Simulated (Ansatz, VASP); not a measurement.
**One calculation of AgBr, two programs**

```
Ag Br
1.0
     2.89255    2.89255    0.00000
    -2.89255    2.89255    0.00000
     0.00000    2.89255    2.89255
Ag Br
1 1
Direct
  0.00000 0.00000 0.00000
  0.50000 0.50000 0.00000
```

Alike in both runs: functional r2SCAN; k mesh 12 × 12 × 12; occupations fermi-dirac, width 0.08 eV; no spin polarisation.

Ansatz relaxed the structure, and its values are those at the end. VASP's run is a single point on that final structure, the one shown.

```csv
,VASP,Ansatz
version,VASP 6.6.1,Ansatz 0.2.0
potentials or method,"VASP PAW PBE potentials, release 64 (Ag, Br)","PAW with Ansatz's default frozen-core files, scalar-relativistic"
plane-wave cutoff (eV),550,500
valence electrons in the cell,18,26
```

```tsv
	VASP	Ansatz	Ansatz less VASP
pressure (GPa)	-0.1	0.0	+0.05
```

VASP's potentials were made for PBE, not for r2SCAN. With one functional, cell and mesh, what is left measures potentials, basis and numerics. VASP's potentials hold 18 valence electrons a cell and Ansatz's 26, so a difference there can come from the potentials and not from the codes.
